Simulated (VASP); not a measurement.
# Fe (Im-3m) in VASP: a series of runs

The runs below take Fe through single point, with PBE.

Program: VASP 6.6.1. These are calculated values, not measurements. Logs are shortened: lines on timing, memory, paths and dates and some standing lists are left out, and cuts for length are marked.

**1. The cell of the first run**

Symmetry: Im-3m, No. 229, cubic system. Conventional cell: a = 2.831 Å, b = 2.831 Å, c = 2.831 Å, α = 90.00°, β = 90.00°, γ = 90.00°. Fe (site symmetry m-3m) has 14 Fe at 2.45 to 2.83 Å within 3.2 Å.

**2. Single point, PBE**

INCAR reads:

```
PREC     = Accurate       # precision mode
ENCUT    = 520            # plane-wave cutoff, eV
EDIFF    = 1E-6           # SCF threshold, eV
ISMEAR   = 0              # smearing method
SIGMA    = 0.05           # smearing width, eV
LREAL    = F              # projectors in reciprocal space
LASPH    = T              # aspherical terms in the spheres
NELM     = 80             # most SCF steps
ALGO     = Normal         # electronic algorithm
ISIF     = 2              # what is computed and relaxed
LWAVE    = F              # write WAVECAR
LCHARG   = T              # write CHGCAR
GGA      = PE             # functional
LELF     = T              # ELF
LVHAR    = T            
NBANDS   = 10             # bands
```

KPOINTS reads:

```
regular mesh
0
Gamma
  22 22 22
```

POSCAR reads:

```
Fe
1.0
   -1.4155932657      1.4155932657      1.4155932657
    1.4155932657     -1.4155932657      1.4155932657
    1.4155932657      1.4155932657     -1.4155932657
Fe
1
Direct
    0.0000000000      0.0000000000      0.0000000000
```

Potentials or basis: VASP PAW PBE potentials, release 64 (Fe).

Run with:

```sh
cat potpaw_PBE.64/Fe/POTCAR > POTCAR
mpirun -np 1 vasp_std > vasp.out
```

OUTCAR:

```text
PREC = Accurate
   ENCUT = 520
   EDIFF = 1E-6
   ISMEAR = 0
   LREAL = F
   LASPH = T
   NELM = 80
   ISIF = 2
   GGA = PE

 ion  position               nearest neighbor table
   1  0.000  0.000  0.000-

  LATTYP: Found a body centered cubic cell.
 ALAT       =     2.8311865314

  Lattice vectors:

 A1 = (  -1.4155932657,   1.4155932657,   1.4155932657)
 A2 = (   1.4155932657,  -1.4155932657,   1.4155932657)
 A3 = (   1.4155932657,   1.4155932657,  -1.4155932657)

Analysis of symmetry for initial positions (statically):
=====================================================================
 Subroutine PRICEL returns:
 Original cell was already a primitive cell.

 Routine SETGRP: Setting up the symmetry group for a
 body centered cubic supercell.

 Subroutine GETGRP returns: Found 48 space group operations
[... 9 lines left out ...]

 Routine SETGRP: Setting up the symmetry group for a
 body centered cubic supercell.

 Subroutine GETGRP returns: Found 48 space group operations
[... 11 lines left out ...]
                                     Primitive cell

  volume of cell :      11.3469

  direct lattice vectors                    reciprocal lattice vectors
    -1.415593266  1.415593266  1.415593266     0.000000000  0.353208801  0.353208801
     1.415593266 -1.415593266  1.415593266     0.353208801  0.000000000  0.353208801
     1.415593266  1.415593266 -1.415593266     0.353208801  0.353208801  0.000000000

  length of vectors
     2.451879459  2.451879459  2.451879459     0.499512677  0.499512677  0.499512677

  position of ions in fractional coordinates (direct lattice)
     0.000000000  0.000000000  0.000000000

  ion indices of the primitive-cell ions
   primitive index   ion index
                 1           1

----------------------------------------------------------------------------------------

 KPOINTS: regular mesh

Automatic generation of k-mesh.
 Grid dimensions read from file:
 generate k-points for:   22   22   22

 Generating k-lattice:

  Cartesian coordinates                     Fractional coordinates (reciprocal lattice)
     0.000000000  0.016054945  0.016054945     0.045454545  0.000000000  0.000000000
     0.016054945  0.000000000  0.016054945     0.000000000  0.045454545  0.000000000
     0.016054945  0.016054945  0.000000000     0.000000000  0.000000000  0.045454545

  Length of vectors
     0.022705122  0.022705122  0.022705122

  Shift w.r.t. Gamma in fractional coordinates (k-lattice)
     0.000000000  0.000000000  0.000000000

 Subroutine IBZKPT returns following result:
 ===========================================

 Found    328 irreducible k-points:

 Following reciprocal coordinates:
            Coordinates               Weight
  0.000000  0.000000  0.000000      1.000000
  0.045455  0.000000  0.000000     12.000000
  0.090909  0.000000  0.000000     12.000000
  0.136364  0.000000  0.000000     12.000000
  0.181818  0.000000  0.000000     12.000000
  0.227273  0.000000  0.000000     12.000000
[... 16 lines left out ...]
  0.090909  0.090909  0.000000     24.000000
  0.136364  0.090909  0.000000     48.000000
 [... further k-points ...]
   k-points           NKPTS =    328   k-points in BZ     NKDIM =    328   number of bands    NBANDS=     10
   number of dos      NEDOS =    301   number of ions     NIONS =      1
   total plane-waves  NPLWV =   5832
   dimension x,y,z NGX =    18 NGY =   18 NGZ =   18
   dimension x,y,z NGXF=    36 NGYF=   36 NGZF=   36
   ions per type =               1
   NGX,Y,Z   is equivalent  to a cutoff of  12.20, 12.20, 12.20 a.u.
   NGXF,Y,Z  is equivalent  to a cutoff of  24.41, 24.41, 24.41 a.u.
 SYSTEM =  unknown system
   PREC   = accura    normal or accurate (medium, high low for compatibility)
   ISTART =      0    job   : 0-new  1-cont  2-samecut
   ICHARG =      2    charge: 1-file 2-atom 10-const
   ISPIN  =      1    spin polarized calculation?
   LNONCOLLINEAR =      F non collinear calculations
   LSORBIT =      F    spin-orbit coupling
   LASPH  =      T    aspherical Exc in radial PAW
   ENCUT  =  520.0 eV  38.22 Ry    6.18 a.u.   4.56  4.56  4.56*2*pi/ulx,y,z
   NELM   =     80;   NELMIN=  2; NELMDL= -5     # of ELM steps
   EDIFF  = 0.1E-05   stopping-criterion for ELM
   LREAL  =      F    real-space projection
   EDIFFG = 0.1E-04   stopping-criterion for IOM
   NSW    =      0    number of steps for IOM
   IBRION =     -1    ionic relax: 0-MD 1-quasi-New 2-CG
   NFREE  =      0    steps in history (QN), initial steepest desc. (CG)
   ISIF   =      2    stress and relaxation
   ISYM   =      2    0-nonsym 1-usesym 2-fastsym
   POTIM  = 0.5000    time-step for ionic-motion
   TEBEG  =    0.0;   TEEND  =   0.0 temperature during run
   PSTRESS=    0.0 pullay stress
   NELECT =       8.0000    total number of electrons
   NUPDOWN=      -1.0000    fix difference up-down
   EMIN   =  10.00;   EMAX   =-10.00  energy-range for DOS
   EFERMI =   0.00;   METHOD = LEGACY
   ISMEAR =     0;   SIGMA  =   0.05  broadening in eV -4-tet -1-fermi 0-gaus
   EFERMI_NEDOS =   21; number of points for ismear=-14 and -15
   IALGO  =     38    algorithm
   IMIX   =      4    mixing-type and parameters
     AMIX     =   0.40;   BMIX     =  1.00
     AMIX_MAG =   1.60;   BMIX_MAG =  1.00
  volume/ion in A,a.u.               =      11.35        76.57
  Fermi-wavevector in a.u.,A,eV,Ry     =   1.457068  2.753458 28.885791  2.123046
  Thomas-Fermi vector in A             =   2.573912
   LORBIT       =      0    0 simple, 1 ext, 2 COOP (PROOUT), +10 PAW based schemes
   GGA     = PE    functional components
   LHFCALC =     F    Hartree Fock is set to
   AEXX    =    0.0000 exact exchange contribution
   IVDW    =     0    specifies the selected vdW correction
   LEPSILON=     F    determine dielectric tensor
   LRPA    =     F    only Hartree local field effects (RPA)
 non-spin polarized calculation
 Gauss-broadening in eV      SIGMA  =   0.05
  energy-cutoff  :      520.00
  volume of cell :       11.35
 maximum number of plane-waves:       321
   NGX =  9   NGY =  9   NGZ =  9

 number of electron       8.0000009 magnetization

 Free energy of the ion-electron system (eV)
  ---------------------------------------------------
  ext. energy  EPLUGINS =         0.00000000
  ---------------------------------------------------
  free energy    TOTEN  =        -7.71287430 eV

  energy without entropy =       -7.70830324  energy(sigma->0) =       -7.71058877

 E-fermi :   5.8886     XC(G=0): -13.1693

 val. band max:        5.8862161423   @ k =   0.1364   0.0455  -0.0000
 cond. band min:       5.8903639760   @ k =   0.1818   0.0455   0.0455
 fundamental gap:      0.0041478337
 Fermi energy:         5.8886218150

 k-point     1 :       0.0000    0.0000    0.0000
  band No.  band energies     occupation
      1      -2.5411      2.00000
      2       4.2826      2.00000
      3       4.2826      2.00000
      4       4.2826      2.00000
      5       5.8437      1.79576
      6       5.8437      1.79574
      7      30.7586      0.00000
      8      30.7586      0.00000
      9      30.7586      0.00000
     10      36.0057      0.00000

 k-point     2 :       0.0455    0.0000    0.0000
  band No.  band energies     occupation
      1      -2.4550      2.00000
      2       4.2573      2.00000
      3       4.2801      2.00000
      4       4.3303      2.00000
      5       5.8169      1.95751
      6       5.8457      1.77516
      7      30.2001      0.00000
      8      30.6469      0.00000
      9      30.7082      0.00000
     10      35.6340      0.00000

 k-point     3 :       0.0909    0.0000    0.0000
  band No.  band energies     occupation
      1      -2.2000      2.00000
      2       4.1840      2.00000
      3       4.2680      2.00000
      4       4.4711      2.00000
      5       5.7472      1.99994
      6       5.8520      1.69941
      7      28.8257      0.00000
      8      30.2537      0.00000
      9      30.5735      0.00000
     10      35.1701      0.00000

 k-point     4 :       0.1364    0.0000    0.0000
  band No.  band energies     occupation
      1      -1.7862      2.00000
      2       4.0698      2.00000
      3       4.2348      2.00000
      4       4.6981      2.00000
      5       5.6640      2.00000
      6       5.8636      1.52131
      7      27.0267      0.00000
      8      29.5336      0.00000
      9      30.3917      0.00000
     10      33.9156      0.00000

 k-point     5 :       0.1818    0.0000    0.0000
  band No.  band energies     occupation
      1      -1.2340      2.00000
      2       3.9257      2.00000
      3       4.1738      2.00000
      4       4.9994      2.00000
      5       5.6040      2.00000
      6       5.8813      1.16347
      7      25.0201      0.00000
      8      28.5972      0.00000
      9      30.1980      0.00000
     10      32.4100      0.00000

 k-point     6 :       0.2273    0.0000    0.0000
  band No.  band energies     occupation
      1      -0.5799      2.00000
      2       3.7648      2.00000
      3       4.1054      2.00000
      4       5.3576      2.00000
      5       5.5905      2.00000
      6       5.9057      0.62929
      7      22.9335      0.00000
      8      27.6024      0.00000
      9      30.0158      0.00000
     10      30.9993      0.00000
[... 183 lines left out ...]
 k-point    21 :       0.4091    0.0455    0.0000
  band No.  band energies     occupation
      1       1.4486      2.00000
      2       3.1825      2.00000
      3       5.3954      2.00000
      4       5.8256      1.92535
      5       6.2016      0.00000
      6       7.1520      0.00000
      7      14.7112      0.00000
      8      24.1117      0.00000
      9      26.2373      0.00000
     10      29.9780      0.00000

 k-point    22 :       0.4545    0.0455    0.0000
  band No.  band energies     occupation
      1       1.4848      2.00000
      2       3.1401      2.00000
      3       5.6930      2.00000
      4       5.8219      1.94103
      5       6.3738      0.00000
      6       7.3975      0.00000
      7      13.8374      0.00000
      8      23.9137      0.00000
      9      25.9554      0.00000
     10      29.9389      0.00000

 k-point    23 :       0.0909    0.0909    0.0000
  band No.  band energies     occupation
      1      -1.5436      2.00000
      2       4.0588      2.00000
      3       4.1292      2.00000
      4       4.8629      2.00000
      5       5.6002      2.00000
      6       5.8947      0.86311
      7      26.6906      0.00000
      8      27.8735      0.00000
      9      31.1143      0.00000
     10      32.2886      0.00000

 k-point    24 :       0.1364    0.0909    0.0000
  band No.  band energies     occupation
      1      -1.0012      2.00000
      2       3.9296      2.00000
      3       4.0396      2.00000
      4       5.1809      2.00000
      5       5.5340      2.00000
      6       5.9320      0.21961
      7      25.0151      0.00000
      8      26.6964      0.00000
      9      30.7859      0.00000
     10      31.2517      0.00000

 [... further k-points ...]
[... 5 lines left out ...]
  --------------------------------------------------------------------------------------
  -------------------------------------------------------------------------------------
  Total       -1.2728532     -1.2728532     -1.2728532      0.0000000      0.0000000      0.0000000
  in kB     -179.7270444   -179.7270444   -179.7270444      0.0000000      0.0000000      0.0000000
  external PRESSURE =    -179.7270444 kB  Pullay stress =       0.0000000 kB

 VOLUME and BASIS-vectors are now :
 -----------------------------------------------------------------------------
  energy-cutoff  :      520.00
  volume of cell :       11.35
      direct lattice vectors                 reciprocal lattice vectors
    -1.415593266  1.415593266  1.415593266     0.000000000  0.353208801  0.353208801
     1.415593266 -1.415593266  1.415593266     0.353208801  0.000000000  0.353208801
     1.415593266  1.415593266 -1.415593266     0.353208801  0.353208801  0.000000000

 POSITION                                       TOTAL-FORCE (eV/Angst)
 -----------------------------------------------------------------------------------
      0.00000      0.00000      0.00000         0.000000      0.000000      0.000000
 -----------------------------------------------------------------------------------
    total drift:                                0.000000      0.000000      0.000000

  FREE ENERGIE OF THE ION-ELECTRON SYSTEM (eV)
  ---------------------------------------------------
  free  energy   TOTEN  =        -7.7128743046 eV

  energy  without entropy=       -7.7083032441  energy(sigma->0) =       -7.71058877
```

It took 11 s on 1 thread of Intel Xeon 6975P-C (Granite Rapids), shared host; peak memory 0.14 GiB.

What came out:

```yaml
Free_energy: -7.7129 eV
Pressure: -18.0 GPa
Band_gap_on_the_k_mesh: zero (band 4 reaches 6.80 eV, above the bottom of band 5 at 4.93 eV)
```

Levels at points of the mesh, in eV from the Fermi level:
```tsv
k point	band 1	band 2	band 3	band 4	band 5	band 6	band 7	band 8
(0.00, 0.00, 0.00)	-8.43	-1.61	-1.61	-1.61	-0.04	-0.04	24.87	24.87
(0.50, 0.00, 0.00)	-4.44	-2.76	-0.07	0.17	0.50	1.19	7.82	18.33
(0.50, 0.50, 0.50)	-4.15	-4.15	0.91	0.91	0.91	10.00	10.00	10.00
```

Caveat: the run has no spin polarisation, though such a crystal can be magnetic. Spin polarisation is off, so any magnetic state and its effect on volume and gap are missing.

**3. Single point, PBE, collinear spin, ferromagnetic start**

This run uses another cell than the first one: it holds 2 atoms, not 1.

INCAR reads:

```
SYSTEM = Fe
ALGO = Normal
EDIFF = 1E-6
ENCUT = 520
GGA = PE
ISIF = 2
ISMEAR = 0
ISPIN = 2
LASPH = .True.
LCHARG = .False.
LMAXMIX = 4
LORBIT = 11
LREAL = .False.
LWAVE = .False.
MAGMOM = 2.5 2.5
NBANDS = 19
NELM = 150
PREC = Accurate
SIGMA = 0.05
```

KPOINTS reads:

```
k-points
0
Gamma
  12 12 12
  0 0 0
```

POSCAR reads:

```
Fe
1.0
    2.8311865314      0.0000000000      0.0000000000
    0.0000000000      2.8311865314      0.0000000000
    0.0000000000      0.0000000000      2.8311865314
Fe
2
Direct
    0.0000000000      0.0000000000      0.0000000000
    0.5000000000      0.5000000000      0.5000000000
```

Potentials or basis: VASP PAW PBE potentials, release 64 (Fe).

Run with:

```sh
cat potpaw_PBE.64/Fe/POTCAR > POTCAR
mpirun -np 1 vasp_std > vasp.out
```

It took 22 s on 1 thread of Intel Xeon 6975P-C (Granite Rapids), shared host; peak memory 0.18 GiB.

The run converged. Its results:

* Free energy: -16.4872 eV
* Pressure: -0.6 GPa
* Net moment: 4.32 μB per cell
* Site moments: Fe +2.16 μB
* Valence electrons inside the program's atomic spheres: Fe 7.27

Levels at points of the mesh, in eV from the Fermi level:
Spin up:
```
           k point  band 6  band 7  band 8  band 9  band 10  band 11  band 12  band 13  band 14  band 15
(0.00, 0.00, 0.00)   -2.31   -1.10   -1.10    0.11     0.11     0.11     9.94     9.94     9.94    15.65
(0.50, 0.00, 0.00)   -1.86   -1.86   -1.86   -1.12    -1.12     0.21     0.21    17.10    17.10    17.10
(0.50, 0.50, 0.00)   -1.03   -0.91   -0.91    0.38     0.38     0.51     0.51     7.36     7.36    18.37
(0.50, 0.50, 0.50)   -3.24   -0.88   -0.88   -0.88    -0.88     8.64     8.64     8.64     8.64     8.64
```
Spin down:
```
           k point  band 4  band 5  band 6  band 7  band 8  band 9
(0.00, 0.00, 0.00)   -0.43   -0.43   -0.43    1.63    1.63    2.26
(0.50, 0.00, 0.00)   -0.80   -0.05   -0.05   -0.05   -0.05    0.88
(0.50, 0.50, 0.00)   -1.71    0.61    0.61    1.48    1.48    1.89
(0.50, 0.50, 0.50)   -1.87   -1.87   -1.87    1.93    1.93    1.93
```

**4. Single point, PBE, collinear spin, antiferromagnetic start**

This run uses another cell than the first one: it holds 2 atoms, not 1.

INCAR reads:

```
PREC = Accurate
ENCUT = 520
EDIFF = 1E-6
ISMEAR = 0
SIGMA = 0.05
LREAL = False
LASPH = True
NELM = 150
ALGO = Fast
ISIF = 2
LWAVE = False
LCHARG = False
ISPIN = 2
MAGMOM = 2.5 -2.5
LORBIT = 11
LMAXMIX = 4
GGA = PE
NBANDS = 19
```

KPOINTS reads:

```
Automatic mesh
0
Gamma
  12 12 12
```

POSCAR is that of step 3.

Run with:

```sh
cat potpaw_PBE.64/Fe/POTCAR > POTCAR
mpirun -np 1 vasp_std > vasp.out
```

It took 25 s on 1 thread of Intel Xeon 6975P-C (Granite Rapids), shared host; peak memory 0.17 GiB.

The run converged. Its results:

| Item | Value |
| --- | --- |
| Free energy | -15.5916 eV |
| Pressure | -6.4 GPa |
| Band gap on the k mesh | zero (filled and empty bands overlap) |
| Net moment | 0.00 μB per cell |
| Site moments | Fe +1.49, -1.49 μB |
| Valence electrons inside the program's atomic spheres | Fe 7.27 |

Levels at points of the mesh, in eV from the Fermi level:
Spin up:
| k point | band 4 | band 5 | band 6 | band 7 | band 8 | band 9 | band 10 | band 11 | band 12 | band 13 |
| --- | --- | --- | --- | --- | --- | --- | --- | --- | --- | --- |
| (0.00, 0.00, 0.00) | -1.80 | -1.80 | -1.80 | 0.08 | 0.08 | 1.00 | 1.00 | 1.00 | 9.85 | 9.85 |
| (0.50, 0.00, 0.00) | -1.79 | -1.79 | -1.36 | -1.02 | -0.72 | -0.72 | 0.16 | 0.22 | 1.88 | 17.11 |
| (0.50, 0.50, 0.00) | -2.92 | -0.84 | -0.55 | 0.34 | 0.34 | 0.44 | 1.16 | 1.23 | 1.23 | 7.72 |
| (0.50, 0.50, 0.50) | -2.43 | -2.43 | -2.43 | -0.81 | -0.81 | 1.20 | 1.20 | 8.73 | 8.73 | 8.73 |
Spin down:
```csv
k point,band 4,band 5,band 6,band 7,band 8,band 9,band 10,band 11,band 12,band 13
"(0.00, 0.00, 0.00)",-1.80,-1.80,-1.80,0.08,0.08,1.00,1.00,1.00,9.85,9.85
"(0.50, 0.00, 0.00)",-1.79,-1.79,-1.36,-1.02,-0.72,-0.72,0.16,0.22,1.88,17.11
"(0.50, 0.50, 0.00)",-2.92,-0.84,-0.55,0.34,0.34,0.44,1.16,1.23,1.23,7.72
"(0.50, 0.50, 0.50)",-2.43,-2.43,-2.43,-0.81,-0.81,1.20,1.20,8.73,8.73,8.73
```

**5. Overview**

| spin | cell | k mesh | gap on the mesh (eV) | pressure (GPa) | moment (μB) |
| --- | --- | --- | --- | --- | --- |
| off | a = 2.452 Å, angles 109.5°, 1 atom | 22 × 22 × 22 | none | -18.0 | - |
| collinear, ferromagnetic start | a = 2.831 Å, 2 atoms | 12 × 12 × 12 | none | -0.6 | 4.32 |
| collinear, antiferromagnetic start | a = 2.831 Å, 2 atoms | 12 × 12 × 12 | none | -6.4 | 0.00 |

Alike in all rows: task single point; level PBE; potentials or basis VASP PAW PBE potentials, release 64 (Fe); cutoff (eV) 520; smearing gaussian 0.05 eV.

Absolute energies hang on the potentials; compare differences alone.
